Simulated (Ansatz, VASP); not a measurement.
**Si2Ni in VASP and in Ansatz**

```
CELL_PARAMETERS angstrom
0.00000 2.72376 2.72376
2.72376 0.00000 2.72376
2.72376 2.72376 0.00000
ATOMIC_POSITIONS crystal
Si 0.25000 0.25000 0.25000
Si 0.75000 0.75000 0.75000
Ni 0.00000 0.00000 0.00000
```

Alike in both runs: functional PBE; k mesh 14 × 14 × 14; occupations gaussian, width 0.1 eV; no spin polarisation.

Ansatz relaxed the structure, and its values are those at the end. VASP's run is a single point on that final structure, the one shown.

|  | VASP | Ansatz |
| --- | --- | --- |
| version | VASP 6.6.1 | Ansatz 0.2.0 |
| potentials or method | VASP PAW PBE potentials, release 64 (Si, Ni), cutoff 520 eV | scalar-relativistic, plane waves, PAW |
| valence electrons in the cell | 18 | 26 |

|  | VASP | Ansatz | Ansatz less VASP |
| --- | --- | --- | --- |
| gap on the k mesh at the Fermi level (eV) | none | none | - |
| pressure (GPa) | -0.2 | 0.0 | +0.15 |

A gap of «none» marks a metal or a gap that the smearing closes. VASP's potentials hold 18 valence electrons a cell and Ansatz's 26, so a difference there can come from the potentials and not from the codes.
